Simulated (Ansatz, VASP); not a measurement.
**CuAu: VASP beside Ansatz**

File INCAR:

```
SYSTEM = CuAu
ALGO = Normal ; EDIFF = 1E-8
ENCUT = 520 ; GGA = PS
ISIF = 2 ; ISMEAR = -1
LASPH = .True. ; LCHARG = .False.
LEFG = .True. ; LREAL = .False.
LWAVE = .False. ; NBANDS = 18
NELM = 60 ; PREC = Accurate
SIGMA = 0.05
```

KPOINTS

```
k-points
0
Gamma
  13 13 10
  0 0 0
```

The input POSCAR:

```
CuAu
1.0
    2.7906353816      0.0000000000      0.0000000000
    0.0000000000      2.7906353816      0.0000000000
    0.0000000000      0.0000000000      3.6577256608
Cu Au
1 1
Direct
    0.5000000000      0.5000000000      0.5000000000
    0.0000000000      0.0000000000      0.0000000000
```

Input for Ansatz:

```yaml
crystal:
  lattice:
    - [2.7906353816, 0.0, 0.0]
    - [0.0, 2.7906353816, 0.0]
    - [0.0, 0.0, 3.6577256608]
  atoms:
    - { symbol: Cu, position: [0.5, 0.5, 0.5] }
    - { symbol: Au, position: [0.0, 0.0, 0.0] }
kpoints:
  mp_grid: { grid: [13, 13, 10] }
scf:
  occupations: { method: fermi_dirac, width: 0.05 }
hamiltonian:
  xc: pbesol
  pseudopotentials: { kind: all_electron, datasets: crystal }
output:
  forces: true
  stress: true
  eigenvalues: true
  efg: { contact_densities: true }
```

Change from the starting cell: volume scaled by 0.99, crystal datasets.

Alike in both runs: task electric field gradients; functional PBEsol; k mesh 13 × 13 × 10; occupations fermi-dirac, width 0.05 eV; no spin polarisation.

|  | VASP | Ansatz |
| --- | --- | --- |
| version | VASP 6.6.1 | Ansatz 0.2.0 |
| potentials or method | VASP PAW PBE potentials, release 64 (Cu, Au), cutoff 520 eV | all-electron PAW with datasets made for the crystal, scalar-relativistic |

```tsv
	VASP	Ansatz	Ansatz less VASP
pressure (GPa)	-0.3	-0.4	-0.06
traceless stress, the component that is largest in VASP (GPa)	0.30	0.22	-0.080
size of Vzz on the site where it differs most (V/Å²)	81.9	54.4	-27.49
```

VASP's potentials were made for PBE, not for PBEsol. Ansatz ran all-electron here, and VASP with PAW potentials.

Spin-orbit coupling is off throughout.
